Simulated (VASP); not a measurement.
A run of VASP 6.6.1 is set up as follows.

POSCAR

```
ReS
1.0
    0.0000000000      2.4515881374      2.4515881374
    2.4515881374      0.0000000000      2.4515881374
    2.4515881374      2.4515881374      0.0000000000
Re S
1 1
Direct
    0.0000000000      0.0000000000      0.0000000000
    0.5000000000      0.5000000000      0.5000000000
```

The input INCAR.step1:

```
PREC = Accurate
ENCUT = 520
ISMEAR = 0
SIGMA = 0.1
LREAL = F
LASPH = T
NELM = 80
NBANDS = 14
GGA = PE
ALGO = Normal
EDIFF = 1E-4
LWAVE = T
LCHARG = F
```

File INCAR.step2:

```
PREC = Accurate
ENCUT = 520
EDIFF = 1E-6
ISMEAR = 0
SIGMA = 0.1
LREAL = F
LASPH = T
NELM = 80
ALGO = Normal
ISIF = 2
LWAVE = F
LCHARG = F
METAGGA = R2SCAN
LMIXTAU = T
NBANDS = 14
ISTART = 1
```

Contents of KPOINTS:

```
Automatic mesh
0
Gamma
  14 14 14
```

Potentials or basis: VASP PAW PBE potentials, release 64 (Re, S).

Command:

```sh
$ cat potpaw_PBE.64/Re/POTCAR potpaw_PBE.64/S/POTCAR > POTCAR
$ cp INCAR.step1 INCAR
$ mpirun -np 1 vasp_std > vasp.out
$ cp INCAR.step2 INCAR
$ mpirun -np 1 vasp_std > vasp.out
```

(1) Estimate the band gap on the k mesh.

(2) What does it give for the pressure?

Results:

(1) zero (an odd number of electrons rules out a gap without spin polarisation).

(2) 1.6 GPa.

Caveat: the PAW data sets were made with another functional, which shifts forces and pressure a little; spin-orbit coupling is left out, which moves the levels of the heavy elements; an odd number of electrons without spin polarisation forces a metal; a magnetic or distorted state may lie lower.
